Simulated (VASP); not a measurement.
# ZnS (F-43m) in VASP: notebook

Runs on ZnS. Level: PBE. Tasks: single point, relaxation of cell and atoms.

All numbers are computed with VASP 6.6.1; they aren't measurements. Logs are shortened: lines on timing, memory, paths and dates and some standing lists are left out, and cuts for length are marked.

## Step 1: The cell of the first run

It takes space group F-43m (No. 216, cubic). The conventional cell has a = 5.444 Å, b = 5.444 Å, c = 5.444 Å, α = 90.00°, β = 90.00°, γ = 90.00°. Zn (site symmetry -43m) has 4 S at 2.36 Å within 3.1 Å. Within 3.1 Å of S (site symmetry -43m) lie 4 Zn at 2.36 Å.

## Step 2: Single point, PBE

INCAR

```
SYSTEM = ZnS
PREC     = Accurate       ! precision mode
ENCUT    = 500            ! plane-wave cutoff, eV
EDIFF    = 1E-6           ! SCF threshold, eV
ISMEAR   = 1              ! smearing method
SIGMA    = 0.02           ! smearing width, eV
LREAL    = .False.        ! projectors in reciprocal space
LASPH    = .True.         ! aspherical terms in the spheres
NELM     = 120            ! most SCF steps
ALGO     = Normal         ! electronic algorithm
ISIF     = 2              ! what is computed and relaxed
LWAVE    = .False.        ! write WAVECAR
LCHARG   = .False.        ! write CHGCAR
GGA      = PE             ! functional
NBANDS   = 16             ! bands
GGA_COMPAT= .False.
```

KPOINTS

```
Automatic mesh
0
Gamma
  7 7 7
  0 0 0
```

POSCAR

```
ZnS
1.0
    0.0000000000      2.7222203537      2.7222203537
    2.7222203537      0.0000000000      2.7222203537
    2.7222203537      2.7222203537      0.0000000000
Zn S
1 1
Direct
    0.0000000000      0.0000000000      0.0000000000
    0.2500000000      0.2500000000      0.2500000000
```

Potentials or basis: VASP PAW PBE potentials, release 64 (Zn, S).

Launch:

```
$ cat potpaw_PBE.64/Zn/POTCAR potpaw_PBE.64/S/POTCAR > POTCAR
$ mpirun -np 1 vasp_std > vasp.out
```

OUTCAR:

```text
SYSTEM = ZnS
   PREC = Accurate
   ENCUT = 500
   EDIFF = 1E-6
   ISMEAR = 1
   LREAL = .False.
   LASPH = .True.
   NELM = 120
   ISIF = 2
   GGA = PE

 ion  position               nearest neighbor table
   1  0.000  0.000  0.000-   2 2.36   2 2.36   2 2.36   2 2.36
   2  0.250  0.250  0.250-   1 2.36   1 2.36   1 2.36   1 2.36

  LATTYP: Found a face centered cubic cell.
 ALAT       =     5.4444407074

  Lattice vectors:

 A1 = (   0.0000000000,   2.7222203537,   2.7222203537)
 A2 = (   2.7222203537,   0.0000000000,   2.7222203537)
 A3 = (   2.7222203537,   2.7222203537,   0.0000000000)

Analysis of symmetry for initial positions (statically):
=====================================================================
 Subroutine PRICEL returns:
 Original cell was already a primitive cell.

 Routine SETGRP: Setting up the symmetry group for a
 face centered cubic supercell.

 Subroutine GETGRP returns: Found 24 space group operations
 (whereof 24 operations were pure point group operations)
 out of a pool of 48 trial point group operations.

The static configuration has the point symmetry T_d .

Analysis of symmetry for dynamics (positions and initial velocities):
=====================================================================
 Subroutine PRICEL returns:
 Original cell was already a primitive cell.

 Routine SETGRP: Setting up the symmetry group for a
 face centered cubic supercell.

 Subroutine GETGRP returns: Found 24 space group operations
 (whereof 24 operations were pure point group operations)
 out of a pool of 48 trial point group operations.

The dynamic configuration has the point symmetry T_d .

 Subroutine INISYM returns: Found 24 space group operations
 (whereof 24 operations are pure point group operations),
 and found     1 'primitive' translations

----------------------------------------------------------------------------------------

                                     Primitive cell

  volume of cell :      40.3459

  direct lattice vectors                    reciprocal lattice vectors
     0.000000000  2.722220354  2.722220354    -0.183673595  0.183673595  0.183673595
     2.722220354  0.000000000  2.722220354     0.183673595 -0.183673595  0.183673595
     2.722220354  2.722220354  0.000000000     0.183673595  0.183673595 -0.183673595

  length of vectors
     3.849800944  3.849800944  3.849800944     0.318131999  0.318131999  0.318131999

  position of ions in fractional coordinates (direct lattice)
     0.000000000  0.000000000  0.000000000
     0.250000000  0.250000000  0.250000000

  ion indices of the primitive-cell ions
   primitive index   ion index
                 1           1
                 2           2

----------------------------------------------------------------------------------------

 KPOINTS: Automatic mesh

Automatic generation of k-mesh.
 Grid dimensions read from file:
 generate k-points for:    7    7    7

 Generating k-lattice:

  Cartesian coordinates                     Fractional coordinates (reciprocal lattice)
    -0.026239085  0.026239085  0.026239085     0.142857143  0.000000000  0.000000000
     0.026239085 -0.026239085  0.026239085     0.000000000  0.142857143  0.000000000
     0.026239085  0.026239085 -0.026239085     0.000000000  0.000000000  0.142857143

  Length of vectors
     0.045447428  0.045447428  0.045447428

  Shift w.r.t. Gamma in fractional coordinates (k-lattice)
     0.000000000  0.000000000  0.000000000

 Subroutine IBZKPT returns following result:
 ===========================================

 Found     20 irreducible k-points:

 Following reciprocal coordinates:
            Coordinates               Weight
  0.000000  0.000000  0.000000      1.000000
  0.142857  0.000000  0.000000      8.000000
  0.285714  0.000000  0.000000      8.000000
  0.428571  0.000000  0.000000      8.000000
  0.142857  0.142857  0.000000      6.000000
  0.285714  0.142857  0.000000     24.000000
[... 12 lines left out ...]
 -0.428571  0.428571  0.142857     24.000000
 -0.285714  0.428571  0.142857     24.000000
   k-points           NKPTS =     20   k-points in BZ     NKDIM =     20   number of bands    NBANDS=     16
   number of dos      NEDOS =    301   number of ions     NIONS =      2
   total plane-waves  NPLWV =  21952
   dimension x,y,z NGX =    28 NGY =   28 NGZ =   28
   dimension x,y,z NGXF=    56 NGYF=   56 NGZF=   56
   ions per type =               1   1
   NGX,Y,Z   is equivalent  to a cutoff of  12.09, 12.09, 12.09 a.u.
   NGXF,Y,Z  is equivalent  to a cutoff of  24.18, 24.18, 24.18 a.u.
 SYSTEM =  ZnS
   PREC   = accura    normal or accurate (medium, high low for compatibility)
   ISTART =      0    job   : 0-new  1-cont  2-samecut
   ICHARG =      2    charge: 1-file 2-atom 10-const
   ISPIN  =      1    spin polarized calculation?
   LNONCOLLINEAR =      F non collinear calculations
   LSORBIT =      F    spin-orbit coupling
   LASPH  =      T    aspherical Exc in radial PAW
   ENCUT  =  500.0 eV  36.75 Ry    6.06 a.u.   7.02  7.02  7.02*2*pi/ulx,y,z
   NELM   =    120;   NELMIN=  2; NELMDL= -5     # of ELM steps
   EDIFF  = 0.1E-05   stopping-criterion for ELM
   LREAL  =      F    real-space projection
   EDIFFG = 0.1E-04   stopping-criterion for IOM
   NSW    =      0    number of steps for IOM
   IBRION =     -1    ionic relax: 0-MD 1-quasi-New 2-CG
   NFREE  =      0    steps in history (QN), initial steepest desc. (CG)
   ISIF   =      2    stress and relaxation
   ISYM   =      2    0-nonsym 1-usesym 2-fastsym
   POTIM  = 0.5000    time-step for ionic-motion
   TEBEG  =    0.0;   TEEND  =   0.0 temperature during run
   PSTRESS=    0.0 pullay stress
   NELECT =      18.0000    total number of electrons
   NUPDOWN=      -1.0000    fix difference up-down
   EMIN   =  10.00;   EMAX   =-10.00  energy-range for DOS
   EFERMI =   0.00;   METHOD = LEGACY
   ISMEAR =     1;   SIGMA  =   0.02  broadening in eV -4-tet -1-fermi 0-gaus
   EFERMI_NEDOS =   21; number of points for ismear=-14 and -15
   IALGO  =     38    algorithm
   IMIX   =      4    mixing-type and parameters
     AMIX     =   0.40;   BMIX     =  1.00
     AMIX_MAG =   1.60;   BMIX_MAG =  1.00
  volume/ion in A,a.u.               =      20.17       136.13
  Fermi-wavevector in a.u.,A,eV,Ry     =   1.250928  2.363912 21.290688  1.564821
  Thomas-Fermi vector in A             =   2.384900
   LORBIT       =      0    0 simple, 1 ext, 2 COOP (PROOUT), +10 PAW based schemes
   GGA     = PE    functional components
   LHFCALC =     F    Hartree Fock is set to
   AEXX    =    0.0000 exact exchange contribution
   IVDW    =     0    specifies the selected vdW correction
   LEPSILON=     F    determine dielectric tensor
   LRPA    =     F    only Hartree local field effects (RPA)
 non-spin polarized calculation
 Methfessel and Paxton  Order N= 1 SIGMA  =   0.02
  energy-cutoff  :      500.00
  volume of cell :       40.35
 maximum number of plane-waves:      1032
   NGX = 13   NGY = 13   NGZ = 13

 number of electron      17.9999987 magnetization

 Free energy of the ion-electron system (eV)
  ---------------------------------------------------
  ext. energy  EPLUGINS =         0.00000000
  ---------------------------------------------------
  free energy    TOTEN  =        -6.85148927 eV

  energy without entropy =       -6.85149942  energy(sigma->0) =       -6.85149266

 E-fermi :   1.9188     XC(G=0):  -9.5251

 val. band max:        1.9020108813   @ k =   0.0000   0.0000   0.0000
 cond. band min:       3.9179651427   @ k =   0.0000   0.0000   0.0000
 fundamental gap:      2.0159542614
 Fermi energy:         1.9188484203

 k-point     1 :       0.0000    0.0000    0.0000
  band No.  band energies     occupation
      1     -11.0850      2.00000
      2      -4.3519      2.00000
      3      -4.3519      2.00000
      4      -4.3519      2.00000
      5      -3.8800      2.00000
      6      -3.8800      2.00000
[... 8 lines left out ...]
     15      13.6378      0.00000
     16      13.6466      0.00000

 k-point     2 :       0.1429    0.0000    0.0000
  band No.  band energies     occupation
      1     -10.9399      2.00000
      2      -4.3465      2.00000
      3      -4.3263      2.00000
      4      -4.3263      2.00000
      5      -3.8817      2.00000
      6      -3.8817      2.00000
[... 8 lines left out ...]
     15      12.9623      0.00000
     16      14.5248      0.00000

 k-point     3 :       0.2857    0.0000    0.0000
  band No.  band energies     occupation
      1     -10.5810      2.00000
      2      -4.2759      2.00000
      3      -4.2759      2.00000
      4      -4.2589      2.00000
      5      -3.8750      2.00000
      6      -3.8750      2.00000
[... 8 lines left out ...]
     15      13.0413      0.00000
     16      13.8589      0.00000

 k-point     4 :       0.4286    0.0000    0.0000
  band No.  band energies     occupation
      1     -10.2507      2.00000
      2      -4.2456      2.00000
      3      -4.2456      2.00000
      4      -3.9030      2.00000
      5      -3.8555      2.00000
      6      -3.8555      2.00000
[... 8 lines left out ...]
     15      14.6423      0.00000
     16      14.6423      0.00000
[... 248 lines left out ...]
 k-point    18 :      -0.4286    0.2857    0.1429
  band No.  band energies     occupation
      1     -10.0579      2.00000
      2      -4.2267      2.00000
      3      -4.1699      2.00000
      4      -3.9718      2.00000
      5      -3.8625      2.00000
      6      -3.7049      2.00000
[... 8 lines left out ...]
     15      15.0767      0.00000
     16      16.5576      0.00000

 k-point    19 :      -0.4286    0.4286    0.1429
  band No.  band energies     occupation
      1      -9.9526      2.00000
      2      -4.2739      2.00000
      3      -4.0946      2.00000
      4      -4.0127      2.00000
      5      -3.8408      2.00000
      6      -3.6550      2.00000
[... 8 lines left out ...]
     15      15.7885      0.00000
     16      16.6004      0.00000

 k-point    20 :      -0.2857    0.4286    0.1429
  band No.  band energies     occupation
      1      -9.9201      2.00000
      2      -4.2274      2.00000
      3      -4.1024      2.00000
      4      -3.9375      2.00000
      5      -3.8909      2.00000
      6      -3.5341      2.00000
[... 8 lines left out ...]
     15      15.0088      0.00000
     16      17.0896      0.00000

------------------------ aborting loop because EDIFF is reached ----------------------------------------

  FORCE on cell =-STRESS in cart. coord.  units (eV):
  Direction    XX          YY          ZZ          XY          YZ          ZX
  --------------------------------------------------------------------------------------
  -------------------------------------------------------------------------------------
  Total        0.0277798      0.0277798      0.0277798      0.0000000      0.0000000     -0.0000000
  in kB        1.1031644      1.1031644      1.1031644      0.0000000      0.0000000     -0.0000000
  external PRESSURE =       1.1031644 kB  Pullay stress =       0.0000000 kB

 VOLUME and BASIS-vectors are now :
 -----------------------------------------------------------------------------
  energy-cutoff  :      500.00
  volume of cell :       40.35
      direct lattice vectors                 reciprocal lattice vectors
     0.000000000  2.722220354  2.722220354    -0.183673595  0.183673595  0.183673595
     2.722220354  0.000000000  2.722220354     0.183673595 -0.183673595  0.183673595
     2.722220354  2.722220354  0.000000000     0.183673595  0.183673595 -0.183673595

 POSITION                                       TOTAL-FORCE (eV/Angst)
 -----------------------------------------------------------------------------------
      0.00000      0.00000      0.00000        -0.000000      0.000000      0.000000
      1.36111      1.36111      1.36111         0.000000     -0.000000     -0.000000
 -----------------------------------------------------------------------------------
    total drift:                                0.000000      0.000000      0.000000

  FREE ENERGIE OF THE ION-ELECTRON SYSTEM (eV)
  ---------------------------------------------------
  free  energy   TOTEN  =        -6.8514892749 eV

  energy  without entropy=       -6.8514994170  energy(sigma->0) =       -6.85149266
```

Wall time 17 s (1 thread of AMD EPYC 7R43 (Zen 3), shared host); peak memory 0.12 GiB.

What came out:

| Property | Result |
| --- | --- |
| Free energy | -6.8515 eV |
| Pressure | 0.1 GPa |
| Band gap on the k mesh | 2.02 eV |

Levels at points of the mesh, in eV from the valence-band top:
```csv
k point,band 6,band 7,band 8,band 9,band 10,band 11,band 12,band 13
"(0.00, 0.00, 0.00)",-5.78,0.00,0.00,0.00,2.02,6.41,6.41,6.41
```

## Step 3: Relaxation of cell and atoms, PBE

This run uses another cell than the first one, of 21.95 Å³/atom.

INCAR

```
PREC = Accurate
ENCUT = 500
EDIFF = 1E-7
ISMEAR = 1
SIGMA = 0.02
LREAL = False
LASPH = True
NELM = 120
ALGO = Normal
ISIF = 3
LWAVE = False
LCHARG = False
GGA = PE
IBRION = 2
NSW = 60
EDIFFG = -0.01
GGA_COMPAT = False
NELMIN = 4
```

KPOINTS

```
regular mesh
0
Gamma
  7 7 7
```

POSCAR

```
ZnS
1.0
    0.0000000000      2.8000000000      2.8000000000
    2.8000000000      0.0000000000      2.8000000000
    2.8000000000      2.8000000000      0.0000000000
Zn S
1 1
Direct
    0.0000000000      0.0000000000      0.0000000000
    0.2500000000      0.2500000000      0.2500000000
```

Potentials or basis: VASP PAW PBE potentials, release 64 (Zn, S).

Launch:

```
$ cat potpaw_PBE.64/Zn/POTCAR potpaw_PBE.64/S/POTCAR > POTCAR
$ mpirun -np 1 vasp_std > vasp.out
```

Run time: 63 s. Hardware: 1 thread of AMD EPYC 7R43 (Zen 3), shared host; peak memory 0.14 GiB.

The run converged. Its results:

- Free energy: -6.8523 eV
- Relaxed volume: 20.20 Å³/atom
- Relaxed cell: a = 3.852 Å, b = 3.852 Å, c = 3.852 Å, α = 60.00°, β = 60.00°, γ = 60.00°
- Space group after relaxing (to 0.1 Å): F-43m (No. 216)
- Energy gained by relaxing: 28.1 meV/atom
- Ionic steps: 3
- Pressure after relaxing: 0.0 GPa
- Band gap on the k mesh: 2.01 eV

The path:
```
step  energy change (eV)  largest force (eV/Å)  pressure (GPa)  volume (Å³)
   1              0.0000                0.0000           -4.79        43.90
   2             -0.0546                0.0000            0.99        39.86
   3             -0.0563                0.0000            0.01        40.41
```

Final structure:
```
Zn S
1.0
     0.00000    2.72363    2.72363
     2.72363    0.00000    2.72363
     2.72363    2.72363    0.00000
Zn S
1 1
Direct
  0.00000 0.00000 0.00000
  0.25000 0.25000 0.25000
```

Levels at points of the mesh, in eV from the valence-band top:
| k point | band 7 | band 8 | band 9 | band 10 | band 11 | band 12 |
| --- | --- | --- | --- | --- | --- | --- |
| (0.00, 0.00, 0.00) | 0.00 | 0.00 | 0.00 | 2.01 | 6.41 | 6.41 |
